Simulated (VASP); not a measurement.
A run of VASP 6.6.1 is set up as follows.

INCAR

```
  PREC = Accurate
  ENCUT = 520
  EDIFF = 1E-7
  ISMEAR = -1
  SIGMA = 0.1
  LREAL = F
  LASPH = T
  NELM = 60
  ALGO = Normal
  ISIF = 2
  LWAVE = F
  LCHARG = F
  GGA = PE
  NBANDS = 19
```

Contents of KPOINTS:

```
regular mesh
0
Gamma
  12 12 12
```

POSCAR

```
TiO2
1.0
    0.0000000000      2.3656948307      2.3656948307
    2.3656948307      0.0000000000      2.3656948307
    2.3656948307      2.3656948307      0.0000000000
Ti O
1 2
Direct
    0.0000000000      0.0000000000      0.0000000000
    0.2500000000      0.2500000000      0.2500000000
    0.7500000000      0.7500000000      0.7500000000
```

Potentials or basis: VASP PAW PBE potentials, release 64 (Ti_sv, O).

Command:

```console
$ cat potpaw_PBE.64/Ti_sv/POTCAR potpaw_PBE.64/O/POTCAR > POTCAR
$ mpirun -np 1 vasp_std > vasp.out
```

Problem. Estimate the pressure.

Solution. 18.5 GPa.

Problem. What does it give for the band gap on the k mesh?

Solution. 1.16 eV, indirect (least direct gap 1.93 eV).

 A k mesh can miss the band edges.
